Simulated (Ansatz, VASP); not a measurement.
Ti2C: VASP beside Ansatz

```xyz
12
Lattice="0.0000 4.3584 4.3584 4.3584 0.0000 4.3584 4.3584 4.3584 0.0000" Properties=species:S:1:pos:R:3 pbc="T T T"
Ti    3.3369    5.3799    5.3799
Ti    3.3369    3.3369    3.3369
Ti    5.3799    5.3799    3.3369
Ti    5.5161    7.5591    5.5161
Ti    7.5591    7.5591    7.5591
Ti    7.5591    5.5161    5.5161
Ti    5.5161    5.5161    7.5591
Ti    5.3799    3.3369    5.3799
C     5.4480    5.4480    5.4480
C     5.4480    3.2688    3.2688
C     3.2688    3.2688    5.4480
C     3.2688    5.4480    3.2688
```

Alike in both runs: functional PBEsol; k mesh 8 × 8 × 8; occupations gaussian, width 0.1 eV; no spin polarisation.

Ansatz relaxed the structure, and its values are those at the end. VASP's run is a single point on that final structure, the one shown.

```csv
,VASP,Ansatz
version,VASP 6.6.1,Ansatz 0.2.0
potentials or method,"VASP PAW PBE potentials, release 64 (Ti_sv, C), cutoff 520 eV","scalar-relativistic, plane waves, PAW"
valence electrons in the cell,112,112
```

```csv
,VASP,Ansatz,Ansatz less VASP
gap on the k mesh at the Fermi level (eV),none,none,-
pressure (GPa),-7.5,-7.7,-0.18
rms of the force components (eV/Å),0.011,0.000,-0.0112
```

VASP's potentials were made for PBE, not for PBEsol. A gap of «none» marks a metal or a gap that the smearing closes. Ansatz's warnings: stress scf threshold loose.
